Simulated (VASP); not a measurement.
# Sn (Fd-3m) in VASP: further runs

The runs below take Sn through single point, with PBE.

All numbers are computed with VASP 6.6.1; they aren't measurements. Logs are shortened: lines on timing, memory, paths and dates and some standing lists are left out, and cuts for length are marked.

## 1. The cell of the first run

Symmetry: Fd-3m, No. 227, cubic system. The conventional cell has a = 6.656 Å, b = 6.656 Å, c = 6.656 Å, α = 90.00°, β = 90.00°, γ = 90.00°. Within 3.8 Å of Sn (site symmetry -43m) lie 4 Sn at 2.88 Å.

## 2. Single point, PBE

INCAR reads:

```
SYSTEM = Sn
ALGO = Fast ; EDIFF = 1E-6
ENCUT = 520 ; GGA = PE
ISIF = 2 ; ISMEAR = 0
ISYM = 0 ; LASPH = .TRUE.
LCHARG = .FALSE. ; LREAL = .FALSE.
LWAVE = .FALSE. ; NBANDS = 21
NELM = 60 ; PREC = Accurate
SIGMA = 0.1
```

KPOINTS reads:

```
k-points
0
G
  8 8 10
  0 0 0
```

POSCAR reads:

```
Sn
1.0
    4.7067116633      0.0000000000      0.0000000000
    0.0000000000      4.7067116633      0.0000000000
    2.3533558316      2.3533558316      3.3281477342
Sn
2
Direct
    0.5000000000      0.5000000000      0.0000000000
    0.7500000000      0.2500000000      0.5000000000
```

Potentials or basis: VASP PAW PBE potentials, release 64 (Sn_d).

Command:

```bash
$ cat potpaw_PBE.64/Sn_d/POTCAR > POTCAR
$ mpirun -np 1 vasp_std > vasp.out
```

OUTCAR:

```text
SYSTEM = Sn
   EDIFF = 1E-6
   ENCUT = 520
   GGA = PE
   ISIF = 2
   ISMEAR = 0
   ISYM = 0
   LASPH = .TRUE.
   LREAL = .FALSE.
   NELM = 60
   PREC = Accurate

 ion  position               nearest neighbor table
   1  0.500  0.500  0.000-   2 2.88   2 2.88   2 2.88   2 2.88
   2  0.750  0.250  0.500-   1 2.88   1 2.88   1 2.88   1 2.88

IMPORTANT INFORMATION: All symmetrisations will be switched off!
NOSYMM: (Re-)initialisation of all symmetry stuff for point group C_1.

----------------------------------------------------------------------------------------

                                     Primitive cell

  volume of cell :      73.7289

  direct lattice vectors                    reciprocal lattice vectors
     4.706711663  0.000000000  0.000000000     0.212462558  0.000000000 -0.150233716
     0.000000000  4.706711663  0.000000000     0.000000000  0.212462558 -0.150233716
     2.353355832  2.353355832  3.328147734     0.000000000  0.000000000  0.300467431

  length of vectors
     4.706711663  4.706711663  4.706711663     0.260212428  0.260212428  0.300467431

  position of ions in fractional coordinates (direct lattice)
     0.500000000  0.500000000  0.000000000
     0.750000000  0.250000000  0.500000000

  ion indices of the primitive-cell ions
   primitive index   ion index
                 1           1
                 2           2

----------------------------------------------------------------------------------------

 KPOINTS: k-points

Automatic generation of k-mesh.
 Grid dimensions read from file:
 generate k-points for:    8    8   10

 Generating k-lattice:

  Cartesian coordinates                     Fractional coordinates (reciprocal lattice)
     0.026557820  0.000000000 -0.018779214     0.125000000  0.000000000  0.000000000
     0.000000000  0.026557820 -0.018779214     0.000000000  0.125000000  0.000000000
     0.000000000  0.000000000  0.030046743     0.000000000  0.000000000  0.100000000

  Length of vectors
     0.032526554  0.032526554  0.030046743

  Shift w.r.t. Gamma in fractional coordinates (k-lattice)
     0.000000000  0.000000000  0.000000000

 -----------------------------------------------------------------------------
|                                                                             |
|           W    W    AA    RRRRR   N    N  II  N    N   GGGG   !!!           |
|           W    W   A  A   R    R  NN   N  II  NN   N  G    G  !!!           |
|           W    W  A    A  R    R  N N  N  II  N N  N  G       !!!           |
|           W WW W  AAAAAA  RRRRR   N  N N  II  N  N N  G  GGG   !            |
|           WW  WW  A    A  R   R   N   NN  II  N   NN  G    G                |
|           W    W  A    A  R    R  N    N  II  N    N   GGGG   !!!           |
|                                                                             |
|     Your reciprocal lattice and k-lattice belong to different lattice       |
|     classes:                                                                |
|                                                                             |
|        The reciprocal lattice is body-centered cubic,                       |
|        whereas your k-lattice is base-centered monoclinic.                  |
|                                                                             |
|     Results are often still useful ...                                      |
|                                                                             |
 -----------------------------------------------------------------------------

 WARNING: IBZKPT: internal override: KBLOWUP is changed to .FALSE.
      ... skipping the blow-up phase ...

 Subroutine IBZKPT returns following result:
 ===========================================

 Found    324 irreducible k-points:

 Following reciprocal coordinates:
            Coordinates               Weight
  0.000000  0.000000  0.000000      1.000000
  0.125000  0.000000  0.000000      2.000000
  0.250000  0.000000  0.000000      2.000000
  0.375000  0.000000  0.000000      2.000000
  0.500000  0.000000  0.000000      1.000000
  0.000000  0.125000  0.000000      2.000000
[... 16 lines left out ...]
  0.125000  0.375000  0.000000      2.000000
  0.250000  0.375000  0.000000      2.000000
 [... further k-points ...]
   k-points           NKPTS =    324   k-points in BZ     NKDIM =    324   number of bands    NBANDS=     21
   number of dos      NEDOS =    301   number of ions     NIONS =      2
   total plane-waves  NPLWV =  46656
   dimension x,y,z NGX =    36 NGY =   36 NGZ =   36
   dimension x,y,z NGXF=    72 NGYF=   72 NGZF=   72
   ions per type =               2
   NGX,Y,Z   is equivalent  to a cutoff of  12.72, 12.72, 12.72 a.u.
   NGXF,Y,Z  is equivalent  to a cutoff of  25.43, 25.43, 25.43 a.u.
 SYSTEM =  Sn
   PREC   = accura    normal or accurate (medium, high low for compatibility)
   ISTART =      0    job   : 0-new  1-cont  2-samecut
   ICHARG =      2    charge: 1-file 2-atom 10-const
   ISPIN  =      1    spin polarized calculation?
   LNONCOLLINEAR =      F non collinear calculations
   LSORBIT =      F    spin-orbit coupling
   LASPH  =      T    aspherical Exc in radial PAW
   ENCUT  =  520.0 eV  38.22 Ry    6.18 a.u.   8.75  8.75  8.75*2*pi/ulx,y,z
   NELM   =     60;   NELMIN=  2; NELMDL= -5     # of ELM steps
   EDIFF  = 0.1E-05   stopping-criterion for ELM
   LREAL  =      F    real-space projection
   EDIFFG = 0.1E-04   stopping-criterion for IOM
   NSW    =      0    number of steps for IOM
   IBRION =     -1    ionic relax: 0-MD 1-quasi-New 2-CG
   NFREE  =      0    steps in history (QN), initial steepest desc. (CG)
   ISIF   =      2    stress and relaxation
   ISYM   =      0    0-nonsym 1-usesym 2-fastsym
   POTIM  = 0.5000    time-step for ionic-motion
   TEBEG  =    0.0;   TEEND  =   0.0 temperature during run
   PSTRESS=    0.0 pullay stress
   NELECT =      28.0000    total number of electrons
   NUPDOWN=      -1.0000    fix difference up-down
   EMIN   =  10.00;   EMAX   =-10.00  energy-range for DOS
   EFERMI =   0.00;   METHOD = LEGACY
   ISMEAR =     0;   SIGMA  =   0.10  broadening in eV -4-tet -1-fermi 0-gaus
   EFERMI_NEDOS =   21; number of points for ismear=-14 and -15
   IALGO  =     68    algorithm
   IMIX   =      4    mixing-type and parameters
     AMIX     =   0.40;   BMIX     =  1.00
     AMIX_MAG =   1.60;   BMIX_MAG =  1.00
  volume/ion in A,a.u.               =      36.86       248.77
  Fermi-wavevector in a.u.,A,eV,Ry     =   1.185536  2.240339 19.122943  1.405497
  Thomas-Fermi vector in A             =   2.321728
   LORBIT       =      0    0 simple, 1 ext, 2 COOP (PROOUT), +10 PAW based schemes
   GGA     = PE    functional components
   LHFCALC =     F    Hartree Fock is set to
   AEXX    =    0.0000 exact exchange contribution
   IVDW    =     0    specifies the selected vdW correction
   LEPSILON=     F    determine dielectric tensor
   LRPA    =     F    only Hartree local field effects (RPA)
 non-spin polarized calculation
 RMM-DIIS sequential band-by-band and
 Gauss-broadening in eV      SIGMA  =   0.10
  energy-cutoff  :      520.00
  volume of cell :       73.73
 maximum number of plane-waves:      2012
   NGX = 17   NGY = 17   NGZ = 17

 number of electron      28.0000008 magnetization

 Free energy of the ion-electron system (eV)
  ---------------------------------------------------
  ext. energy  EPLUGINS =         0.00000000
  ---------------------------------------------------
  free energy    TOTEN  =        -7.69067322 eV

  energy without entropy =       -7.68921266  energy(sigma->0) =       -7.68994294

 E-fermi :   4.7953     XC(G=0):  -8.5471

 val. band max:        4.7225807666   @ k =   0.5000   0.0000   0.0000
 cond. band min:       4.8108983045   @ k =   0.0000   0.1250   0.1000
 fundamental gap:      0.0883175379
 Fermi energy:         4.7953489897

 k-point     1 :       0.0000    0.0000    0.0000
  band No.  band energies     occupation
      1     -16.6836      2.00000
      2     -16.6834      2.00000
      3     -16.6831      2.00000
      4     -16.6337      2.00000
      5     -16.6334      2.00000
      6     -16.3819      2.00000
[... 13 lines left out ...]
     20      12.6488      0.00000
     21      12.6491      0.00000

 k-point     2 :       0.1250    0.0000    0.0000
  band No.  band energies     occupation
      1     -16.6920      2.00000
      2     -16.6917      2.00000
      3     -16.6803      2.00000
      4     -16.6217      2.00000
      5     -16.6214      2.00000
      6     -16.4023      2.00000
[... 13 lines left out ...]
     20      11.8835      0.00000
     21      11.8837      0.00000

 k-point     3 :       0.2500    0.0000    0.0000
  band No.  band energies     occupation
      1     -16.7041      2.00000
      2     -16.7037      2.00000
      3     -16.6724      2.00000
      4     -16.6019      2.00000
      5     -16.6017      2.00000
      6     -16.4208      2.00000
[... 13 lines left out ...]
     20      11.6713      0.00000
     21      11.6715      0.00000

 k-point     4 :       0.3750    0.0000    0.0000
  band No.  band energies     occupation
      1     -16.7112      2.00000
      2     -16.7107      2.00000
      3     -16.6641      2.00000
      4     -16.5887      2.00000
      5     -16.5884      2.00000
      6     -16.4316      2.00000
[... 13 lines left out ...]
     20      12.4194      0.00000
     21      12.4196      0.00000

 k-point     5 :       0.5000    0.0000    0.0000
  band No.  band energies     occupation
      1     -16.7132      2.00000
      2     -16.7128      2.00000
      3     -16.6605      2.00000
      4     -16.5846      2.00000
      5     -16.5843      2.00000
      6     -16.4347      2.00000
[... 13 lines left out ...]
     20      13.0882      0.00000
     21      13.4290      0.00000
[... 382 lines left out ...]
     20      11.7588      0.00000
     21      12.5518      0.00000

 k-point    22 :       0.0000    0.3750    0.0000
  band No.  band energies     occupation
      1     -16.7112      2.00000
      2     -16.7107      2.00000
      3     -16.6641      2.00000
      4     -16.5887      2.00000
      5     -16.5884      2.00000
      6     -16.4316      2.00000
[... 13 lines left out ...]
     20      12.4194      0.00000
     21      12.4196      0.00000

 k-point    23 :       0.1250    0.3750    0.0000
  band No.  band energies     occupation
      1     -16.7240      2.00000
      2     -16.7173      2.00000
      3     -16.6437      2.00000
      4     -16.5836      2.00000
      5     -16.5705      2.00000
      6     -16.4504      2.00000
[... 13 lines left out ...]
     20      12.0960      0.00000
     21      13.2035      0.00000

 k-point    24 :       0.2500    0.3750    0.0000
  band No.  band energies     occupation
      1     -16.7406      2.00000
      2     -16.7233      2.00000
      3     -16.6191      2.00000
      4     -16.5531      2.00000
      5     -16.5434      2.00000
      6     -16.4850      2.00000
[... 13 lines left out ...]
     20      12.1376      0.00000
     21      13.8726      0.00000

 [... further k-points ...]
[... 5 lines left out ...]
  --------------------------------------------------------------------------------------
  -------------------------------------------------------------------------------------
  Total       -0.0284634     -0.0284202     -0.0309006      0.0000432      0.0062604      0.0062885
  in kB       -0.6185291     -0.6175903     -0.6714893      0.0009396      0.1360435      0.1366534
  external PRESSURE =      -0.6358696 kB  Pullay stress =       0.0000000 kB

 VOLUME and BASIS-vectors are now :
 -----------------------------------------------------------------------------
  energy-cutoff  :      520.00
  volume of cell :       73.73
      direct lattice vectors                 reciprocal lattice vectors
     4.706711663  0.000000000  0.000000000     0.212462558  0.000000000 -0.150233716
     0.000000000  4.706711663  0.000000000     0.000000000  0.212462558 -0.150233716
     2.353355832  2.353355832  3.328147734     0.000000000  0.000000000  0.300467431

 POSITION                                       TOTAL-FORCE (eV/Angst)
 -----------------------------------------------------------------------------------
      2.35336      2.35336      0.00000         0.002829     -0.002825     -0.000005
      4.70671      2.35336      1.66407        -0.002829      0.002825      0.000005
 -----------------------------------------------------------------------------------
    total drift:                               -0.000013     -0.000008     -0.000007

  FREE ENERGIE OF THE ION-ELECTRON SYSTEM (eV)
  ---------------------------------------------------
  free  energy   TOTEN  =        -7.6906732234 eV

  energy  without entropy=       -7.6892126557  energy(sigma->0) =       -7.68994294
```

It took 11 min on 1 thread of Intel Xeon 8259CL, shared host; peak memory 0.5 GiB.

What came out:

| Quantity | Value |
| --- | --- |
| Free energy | -7.6907 eV |
| Pressure | -0.1 GPa |
| Band gap on the k mesh | zero (band 14 reaches 4.95 eV, above the bottom of band 15 at 4.72 eV) |

Levels at points of the mesh, in eV from the Fermi level:
```csv
k point,band 10,band 11,band 12,band 13,band 14,band 15,band 16,band 17,band 18,band 19
"(0.00, 0.00, 0.00)",-21.18,-10.05,-1.08,0.16,0.16,0.16,2.22,2.22,2.22,5.04
"(0.50, 0.00, 0.00)",-21.13,-8.57,-5.96,-0.93,-0.93,-0.07,3.27,3.27,5.76,8.26
"(0.00, 0.50, 0.00)",-21.13,-8.57,-5.96,-0.93,-0.93,-0.07,3.27,3.27,5.76,8.26
"(0.50, 0.50, 0.00)",-21.12,-7.20,-7.20,-2.15,-2.15,0.97,0.97,7.32,7.32,8.84
"(0.00, 0.00, 0.50)",-21.12,-7.20,-7.20,-2.15,-2.15,0.97,0.97,7.32,7.32,8.84
"(0.50, 0.00, 0.50)",-21.13,-8.57,-5.96,-0.93,-0.93,-0.07,3.27,3.27,5.76,8.26
"(0.00, 0.50, 0.50)",-21.13,-8.57,-5.96,-0.93,-0.93,-0.07,3.27,3.27,5.76,8.26
"(0.50, 0.50, 0.50)",-21.12,-7.20,-7.20,-2.15,-2.15,0.97,0.97,7.32,7.32,8.84
```

Caveat: spin-orbit coupling is left out, which moves the levels of the heavy elements.

## 3. Single point, PBE

INCAR reads:

```
ALGO     = Fast           # electronic algorithm
EDIFF    = 1E-7           # SCF threshold, eV
ENCUT    = 520            # plane-wave cutoff, eV
GGA      = PE             # functional
ISIF     = 2              # what is computed and relaxed
ISMEAR   = 0              # smearing method
LASPH    = T              # aspherical terms in the spheres
LCHARG   = T              # write CHGCAR
LELF     = T              # ELF
LREAL    = F              # projectors in reciprocal space
LVHAR    = T            
LWAVE    = F              # write WAVECAR
NBANDS   = 21             # bands
NELM     = 100            # most SCF steps
PREC     = Accurate       # precision mode
SIGMA    = 0.15           # smearing width, eV
```

KPOINTS reads:

```
k-points
0
Gamma
  16 16 16
```

POSCAR reads:

```
Sn
1.0
    0.0000000000      3.3281477805      3.3281477805
    3.3281477805      0.0000000000      3.3281477805
    3.3281477805      3.3281477805      0.0000000000
Sn
2
Direct
    0.5000000000      0.5000000000      0.5000000000
    0.7500000000      0.7500000000      0.7500000000
```

Potentials or basis: VASP PAW PBE potentials, release 64 (Sn_d).

Command:

```bash
$ cat potpaw_PBE.64/Sn_d/POTCAR > POTCAR
$ mpirun -np 1 vasp_std > vasp.out
```

OUTCAR:

```text
EDIFF = 1E-7
   ENCUT = 520
   GGA = PE
   ISIF = 2
   ISMEAR = 0
   LASPH = T
   LREAL = F
   NELM = 100
   PREC = Accurate

 ion  position               nearest neighbor table
   1  0.500  0.500  0.500-   2 2.88   2 2.88   2 2.88   2 2.88
   2  0.750  0.750  0.750-   1 2.88   1 2.88   1 2.88   1 2.88

  LATTYP: Found a face centered cubic cell.
 ALAT       =     6.6562955610

  Lattice vectors:

 A1 = (   0.0000000000,   3.3281477805,   3.3281477805)
 A2 = (   3.3281477805,   0.0000000000,   3.3281477805)
 A3 = (   3.3281477805,   3.3281477805,   0.0000000000)
[... 190 lines left out ...]
      4     -16.6337      2.00000
      5     -16.6337      2.00000
      6     -16.3818      2.00000
[... 565 lines left out ...]
     20      11.7975      0.00000
     21      12.1246      0.00000

 [... further k-points ...]
[... 5 lines left out ...]
  --------------------------------------------------------------------------------------
  -------------------------------------------------------------------------------------
  Total       -0.0400916     -0.0400916     -0.0400916      0.0000000      0.0000000     -0.0000000
  in kB       -0.8712170     -0.8712170     -0.8712170      0.0000000      0.0000000     -0.0000000
  external PRESSURE =      -0.8712170 kB  Pullay stress =       0.0000000 kB

 VOLUME and BASIS-vectors are now :
 -----------------------------------------------------------------------------
  energy-cutoff  :      520.00
  volume of cell :       73.73
      direct lattice vectors                 reciprocal lattice vectors
     0.000000000  3.328147781  3.328147781    -0.150233713  0.150233713  0.150233713
     3.328147781  0.000000000  3.328147781     0.150233713 -0.150233713  0.150233713
     3.328147781  3.328147781  0.000000000     0.150233713  0.150233713 -0.150233713

 POSITION                                       TOTAL-FORCE (eV/Angst)
 -----------------------------------------------------------------------------------
      3.32815      3.32815      3.32815        -0.000000     -0.000000     -0.000000
      4.99222      4.99222      4.99222         0.000000      0.000000      0.000000
 -----------------------------------------------------------------------------------
    total drift:                                0.000000      0.000000      0.000000

  FREE ENERGIE OF THE ION-ELECTRON SYSTEM (eV)
  ---------------------------------------------------
  free  energy   TOTEN  =        -7.6941546285 eV

  energy  without entropy=       -7.6926005970  energy(sigma->0) =       -7.69337761
```

OSZICAR:

```text
N       E                     dE             d eps       ncg     rms          rms(c)
DAV:   1     0.229028903562E+03    0.22903E+03   -0.14867E+04  6150   0.189E+03
DAV:   2     0.173438814640E+02   -0.21169E+03   -0.20714E+03  6135   0.442E+02
DAV:   3    -0.692097165822E+01   -0.24265E+02   -0.24142E+02  7080   0.140E+02
DAV:   4    -0.771012176336E+01   -0.78915E+00   -0.78884E+00  6925   0.286E+01
DAV:   5    -0.773760822048E+01   -0.27486E-01   -0.27486E-01  8860   0.518E+00    0.287E+00
RMM:   6    -0.770622179812E+01    0.31386E-01   -0.20678E-02  7534   0.177E+00    0.171E+00
RMM:   7    -0.769157995115E+01    0.14642E-01   -0.44455E-02  7761   0.220E+00    0.159E-01
RMM:   8    -0.769348200132E+01   -0.19021E-02   -0.78468E-03  7481   0.832E-01    0.521E-02
RMM:   9    -0.769405512452E+01   -0.57312E-03   -0.29113E-03  8428   0.532E-01    0.426E-02
RMM:  10    -0.769414235678E+01   -0.87232E-04   -0.80630E-04  8702   0.245E-01    0.137E-02
RMM:  11    -0.769415314887E+01   -0.10792E-04   -0.98526E-05  9511   0.790E-02    0.312E-03
RMM:  12    -0.769415457241E+01   -0.14235E-05   -0.12766E-05  9330   0.296E-02    0.171E-03
RMM:  13    -0.769415469052E+01   -0.11812E-06   -0.30823E-06  9366   0.132E-02    0.926E-04
RMM:  14    -0.769415462846E+01    0.62064E-07   -0.41472E-07  6201   0.604E-03
   1 F= -.76941546E+01 E0= -.76933776E+01  d E =-.155403E-02
```

stdout:

```text
POSCAR found type information on POSCAR Sn
 POSCAR found :  1 types and       2 ions
 scaLAPACK will be used
 LDA part: xc-table for (Slater+PW92), standard interpolation
 POSCAR, INCAR and KPOINTS ok, starting setup
 FFT: planning ... GRIDC
 FFT: planning ... GRID_SOFT
 FFT: planning ... GRID
 WAVECAR not read
 entering main loop
WARNING in EDDRMM: call to ZHEGV failed, returncode =   8  4     21
WARNING in EDDRMM: call to ZHEGV failed, returncode =   6  3     19
WARNING in EDDRMM: call to ZHEGV failed, returncode =   8  4     18
WARNING in EDDRMM: call to ZHEGV failed, returncode =   8  4     21
```

Wall time 6.7 min (1 thread of AMD EPYC 7R13, shared host); peak memory 0.3 GiB.

What came out:

```yaml
Free_energy: -7.6942 eV
Pressure: -0.1 GPa
Band_gap_on_the_k_mesh: zero (band 14 reaches 4.95 eV, above the bottom of band 15 at 4.72 eV)
```

Caveat: spin-orbit coupling is left out, which moves the levels of the heavy elements.
